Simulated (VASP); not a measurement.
# Ni (Fm-3m) in VASP: notebook, part 2 of 2

VASP 6.6.1. Earlier steps stand in the parts before.

## 3. Single point, PBE, collinear spin, ferromagnetic start

File INCAR:

```
ALGO = Normal ; EDIFF = 1E-6
ENCUT = 600 ; GGA = PE
GGA_COMPAT = False ; ISIF = 2
ISMEAR = -5 ; ISPIN = 2
LASPH = True ; LCHARG = True
LELF = True ; LMAXMIX = 4
LORBIT = 11 ; LREAL = False
LVHAR = True ; LWAVE = False
MAGMOM = 2 ; NBANDS = 15
NELM = 200 ; PREC = Accurate
SIGMA = 0.1
```

File KPOINTS:

```
k-points
0
Gamma
  14 14 14
```

File POSCAR:

```
Ni
1.0
    0.0000000000      1.7659500000      1.7659500000
    1.7659500000      0.0000000000      1.7659500000
    1.7659500000      1.7659500000      0.0000000000
Ni
1
Direct
    0.0000000000      0.0000000000      0.0000000000
```

Potentials or basis: VASP PAW PBE potentials, release 64 (Ni).

Run with:

```bash
$ cat potpaw_PBE.64/Ni/POTCAR > POTCAR
$ mpirun -np 1 vasp_std > vasp.out
```

OUTCAR:

```text
EDIFF = 1E-6
   ENCUT = 600
   GGA = PE
   ISIF = 2
   ISMEAR = -5
   ISPIN = 2
   LASPH = True
   LORBIT = 11
   LREAL = False
   NELM = 200
   PREC = Accurate

 ion  position               nearest neighbor table
   1  0.000  0.000  0.000-

  LATTYP: Found a face centered cubic cell.
 ALAT       =     3.5319000000

  Lattice vectors:

 A1 = (   0.0000000000,   1.7659500000,   1.7659500000)
 A2 = (   1.7659500000,   0.0000000000,   1.7659500000)
 A3 = (   1.7659500000,   1.7659500000,   0.0000000000)

Analysis of symmetry for initial positions (statically):
=====================================================================
 Subroutine PRICEL returns:
 Original cell was already a primitive cell.

 Routine SETGRP: Setting up the symmetry group for a
 face centered cubic supercell.

 Subroutine GETGRP returns: Found 48 space group operations
 (whereof 48 operations were pure point group operations)
 out of a pool of 48 trial point group operations.

The static configuration has the point symmetry O_h .

Analysis of symmetry for dynamics (positions and initial velocities):
=====================================================================
 Subroutine PRICEL returns:
 Original cell was already a primitive cell.

 Routine SETGRP: Setting up the symmetry group for a
 face centered cubic supercell.

 Subroutine GETGRP returns: Found 48 space group operations
 (whereof 48 operations were pure point group operations)
 out of a pool of 48 trial point group operations.

The dynamic configuration has the point symmetry O_h .

Analysis of structural, dynamic, and magnetic symmetry:
=====================================================================
 Subroutine PRICEL returns:
 Original cell was already a primitive cell.

 Routine SETGRP: Setting up the symmetry group for a
 face centered cubic supercell.

 Subroutine GETGRP returns: Found 48 space group operations
 (whereof 48 operations were pure point group operations)
 out of a pool of 48 trial point group operations.

The overall configuration has the point symmetry O_h .

 Subroutine INISYM returns: Found 48 space group operations
 (whereof 48 operations are pure point group operations),
 and found     1 'primitive' translations

----------------------------------------------------------------------------------------

                                     Primitive cell

  volume of cell :      11.0145

  direct lattice vectors                    reciprocal lattice vectors
     0.000000000  1.765950000  1.765950000    -0.283133724  0.283133724  0.283133724
     1.765950000  0.000000000  1.765950000     0.283133724 -0.283133724  0.283133724
     1.765950000  1.765950000  0.000000000     0.283133724  0.283133724 -0.283133724

  length of vectors
     2.497430440  2.497430440  2.497430440     0.490401995  0.490401995  0.490401995

  position of ions in fractional coordinates (direct lattice)
     0.000000000  0.000000000  0.000000000

  ion indices of the primitive-cell ions
   primitive index   ion index
                 1           1

----------------------------------------------------------------------------------------

 KPOINTS: k-points

Automatic generation of k-mesh.
 Grid dimensions read from file:
[... 69 lines left out ...]
   EDIFFG = 0.1E-04   stopping-criterion for IOM
   NSW    =      0    number of steps for IOM
   IBRION =     -1    ionic relax: 0-MD 1-quasi-New 2-CG
   NFREE  =      0    steps in history (QN), initial steepest desc. (CG)
   ISIF   =      2    stress and relaxation
   ISYM   =      2    0-nonsym 1-usesym 2-fastsym
   POTIM  = 0.5000    time-step for ionic-motion
   TEBEG  =    0.0;   TEEND  =   0.0 temperature during run
   PSTRESS=    0.0 pullay stress
   NELECT =      10.0000    total number of electrons
   NUPDOWN=      -1.0000    fix difference up-down
   EMIN   =  10.00;   EMAX   =-10.00  energy-range for DOS
   EFERMI =   0.00;   METHOD = LEGACY
   ISMEAR =    -5;   SIGMA  =   0.10  broadening in eV -4-tet -1-fermi 0-gaus
   EFERMI_NEDOS =   21; number of points for ismear=-14 and -15
   IALGO  =     38    algorithm
   IMIX   =      4    mixing-type and parameters
     AMIX     =   0.40;   BMIX     =  1.00
     AMIX_MAG =   1.60;   BMIX_MAG =  1.00
  volume/ion in A,a.u.               =      11.01        74.33
  Fermi-wavevector in a.u.,A,eV,Ry     =   1.585209  2.995610 34.189895  2.512886
  Thomas-Fermi vector in A             =   2.684708
   LORBIT       =     11    0 simple, 1 ext, 2 COOP (PROOUT), +10 PAW based schemes
   GGA     = PE    functional components
   LHFCALC =     F    Hartree Fock is set to
   AEXX    =    0.0000 exact exchange contribution
   IVDW    =     0    specifies the selected vdW correction
   LEPSILON=     F    determine dielectric tensor
   LRPA    =     F    only Hartree local field effects (RPA)
 spin polarized calculation
 Fermi weights with tetrahedron method with Bloechl corrections
  energy-cutoff  :      600.00
  volume of cell :       11.01
 maximum number of plane-waves:       378
   NGX =  9   NGY =  9   NGZ =  9

 number of electron      10.0000010 magnetization       0.6132682

 Free energy of the ion-electron system (eV)
  ---------------------------------------------------
  ext. energy  EPLUGINS =         0.00000000
  ---------------------------------------------------
  free energy    TOTEN  =        -5.46845678 eV

  energy without entropy =       -5.46845678  energy(sigma->0) =       -5.46845678

 E-fermi :   9.2109     XC(G=0): -13.1826

 val. band max:        9.2186521933   @ k =   0.4286   0.4286   0.0000
 cond. band min:       9.1162031099   @ k =   0.3571   0.3571   0.0000
 fundamental gap:     -0.1024490833
 Fermi energy:         9.2108957361

 spin component 1

 k-point     1 :       0.0000    0.0000    0.0000
  band No.  band energies     occupation
      1       0.2829      1.00000
      2       6.8030      1.00000
      3       6.8030      1.00000
      4       6.8030      1.00000
      5       7.9693      1.00000
      6       7.9693      1.00000
      7      32.8267      0.00000
      8      36.5921      0.00000
      9      36.5921      0.00000
     10      36.5921      0.00000
     11      39.4897      0.00000
     12      39.4897      0.00000
     13      39.4897      0.00000
     14      42.4830      0.00000
[... 403 lines left out ...]
      4       7.2959      1.00000
      5       7.9197      1.00000
      6       8.2893      1.00000
      7      24.5968      0.00000
      8      30.0669      0.00000
      9      30.8496      0.00000
     10      33.4480      0.00000
     11      38.4142      0.00000
     12      42.5009      0.00000
     13      44.4502      0.00000
     14      46.5574      0.00000
     15      50.9455      0.00000

 [... further k-points ...]

 spin component 2

 k-point     1 :       0.0000    0.0000    0.0000
  band No.  band energies     occupation
      1       0.2385      1.00000
      2       7.5530      1.00000
      3       7.5531      1.00000
      4       7.5531      1.00000
      5       8.5351      1.00000
      6       8.5351      1.00000
      7      32.6520      0.00000
      8      36.5643      0.00000
      9      36.5643      0.00000
     10      36.5643      0.00000
     11      39.5812      0.00000
     12      39.5812      0.00000
     13      39.5812      0.00000
     14      42.3529      0.00000
[... 403 lines left out ...]
      4       8.0105      1.00000
      5       8.5865      1.00000
      6       8.9233      1.08560
      7      24.7070      0.00000
      8      30.1403      0.00000
      9      30.8018      0.00000
     10      33.5040      0.00000
     11      38.5228      0.00000
     12      42.4538      0.00000
     13      44.4133      0.00000
     14      46.5574      0.00000
     15      51.0293      0.00000

 [... further k-points ...]
[... 5 lines left out ...]
  --------------------------------------------------------------------------------------
  -------------------------------------------------------------------------------------
  Total       -0.1670173     -0.1670173     -0.1670173      0.0000000      0.0000000      0.0000000
  in kB      -24.2944422    -24.2944422    -24.2944422      0.0000000      0.0000000      0.0000000
  external PRESSURE =     -24.2944422 kB  Pullay stress =       0.0000000 kB

 VOLUME and BASIS-vectors are now :
 -----------------------------------------------------------------------------
  energy-cutoff  :      600.00
  volume of cell :       11.01
      direct lattice vectors                 reciprocal lattice vectors
     0.000000000  1.765950000  1.765950000    -0.283133724  0.283133724  0.283133724
     1.765950000  0.000000000  1.765950000     0.283133724 -0.283133724  0.283133724
     1.765950000  1.765950000  0.000000000     0.283133724  0.283133724 -0.283133724

 POSITION                                       TOTAL-FORCE (eV/Angst)
 -----------------------------------------------------------------------------------
      0.00000      0.00000      0.00000         0.000000     -0.000000      0.000000
 -----------------------------------------------------------------------------------
    total drift:                                0.000000     -0.000000      0.000000

  FREE ENERGIE OF THE ION-ELECTRON SYSTEM (eV)
  ---------------------------------------------------
  free  energy   TOTEN  =        -5.4684567793 eV

  energy  without entropy=       -5.4684567793  energy(sigma->0) =       -5.46845678

 total charge

# of ion       s       p       d       tot
------------------------------------------
    1        0.492   0.486   8.310   9.288

 magnetization (x)

# of ion       s       p       d       tot
------------------------------------------
    1       -0.007  -0.027   0.662   0.628
```

Wall time 20 s (1 thread of Intel Xeon 6975P-C (Granite Rapids), shared host); peak memory 0.15 GiB.

Results:

* Free energy: -5.4685 eV
* Pressure: -2.4 GPa
* Net moment: 0.61 μB per cell
* Site moments: Ni +0.63 μB
* Valence electrons inside the program's atomic spheres: Ni 9.29

Levels at points of the mesh, in eV from the Fermi level:
Spin up:
| k point | band 3 | band 4 | band 5 | band 6 | band 7 | band 8 |
| --- | --- | --- | --- | --- | --- | --- |
| (0.00, 0.00, 0.00) | -2.41 | -2.41 | -1.24 | -1.24 | 23.62 | 27.38 |
| (0.50, 0.00, 0.00) | -2.38 | -0.61 | -0.61 | -0.27 | 5.57 | 22.11 |
| (0.50, 0.50, 0.00) | -0.55 | -0.49 | -0.49 | 2.44 | 9.11 | 14.71 |
Spin down:
| k point | band 1 | band 2 | band 3 | band 4 | band 5 | band 6 | band 7 | band 8 | band 9 | band 10 |
| --- | --- | --- | --- | --- | --- | --- | --- | --- | --- | --- |
| (0.00, 0.00, 0.00) | -8.97 | -1.66 | -1.66 | -1.66 | -0.68 | -0.68 | 23.44 | 27.35 | 27.35 | 27.35 |
| (0.50, 0.00, 0.00) | -4.35 | -1.78 | -1.78 | -0.34 | 0.14 | 0.14 | 5.99 | 21.96 | 24.53 | 24.53 |
| (0.50, 0.50, 0.00) | -4.24 | -3.52 | 0.04 | 0.37 | 0.37 | 2.39 | 9.34 | 14.71 | 14.71 | 19.72 |

Caveat: tetrahedron occupations give inexact forces and stress in metals.

## 4. Single point, PBE, collinear spin, ferromagnetic start

File INCAR:

```
SYSTEM = Ni
PREC = Accurate ; ENCUT = 600
EDIFF = 1E-6 ; ISMEAR = -1
SIGMA = 0.1 ; LREAL = .FALSE.
LASPH = .TRUE. ; NELM = 200
ALGO = Normal ; ISIF = 2
LWAVE = .FALSE. ; LCHARG = .FALSE.
ISPIN = 2 ; MAGMOM = 2
LORBIT = 11 ; LMAXMIX = 4
GGA = PE ; NBANDS = 15
GGA_COMPAT = .FALSE.
```

File KPOINTS:

```
Automatic mesh
0
G
  14 14 14
  0 0 0
```

POSCAR is that of step 3.

Run with:

```bash
$ cat potpaw_PBE.64/Ni/POTCAR > POTCAR
$ mpirun -np 1 vasp_std > vasp.out
```

Wall time 17 s (1 thread of Intel Xeon 6975P-C (Granite Rapids), shared host); peak memory 0.15 GiB.

Results (log left out):

| Quantity | Value |
| --- | --- |
| Free energy | -5.4962 eV |
| Pressure | -1.9 GPa |
| Net moment | 0.60 μB per cell |
| Site moments | Ni +0.61 μB |
| Valence electrons inside the program's atomic spheres | Ni 9.29 |

Levels at points of the mesh, in eV from the Fermi level:
Spin up:
```tsv
k point	band 3	band 4	band 5	band 6	band 7	band 8
(0.00, 0.00, 0.00)	-2.36	-2.36	-1.22	-1.22	23.64	27.40
(0.50, 0.00, 0.00)	-2.35	-0.57	-0.57	-0.25	5.60	22.13
(0.50, 0.50, 0.00)	-0.53	-0.44	-0.44	2.46	9.13	14.73
```
Spin down:
```csv
k point,band 1,band 2,band 3,band 4,band 5,band 6,band 7,band 8,band 9,band 10
"(0.00, 0.00, 0.00)",-8.95,-1.65,-1.65,-1.65,-0.65,-0.65,23.47,27.38,27.38,27.38
"(0.50, 0.00, 0.00)",-4.33,-1.76,-1.76,-0.32,0.15,0.15,6.00,21.98,24.56,24.56
"(0.50, 0.50, 0.00)",-4.21,-3.51,0.07,0.38,0.38,2.41,9.36,14.73,14.73,19.75
```
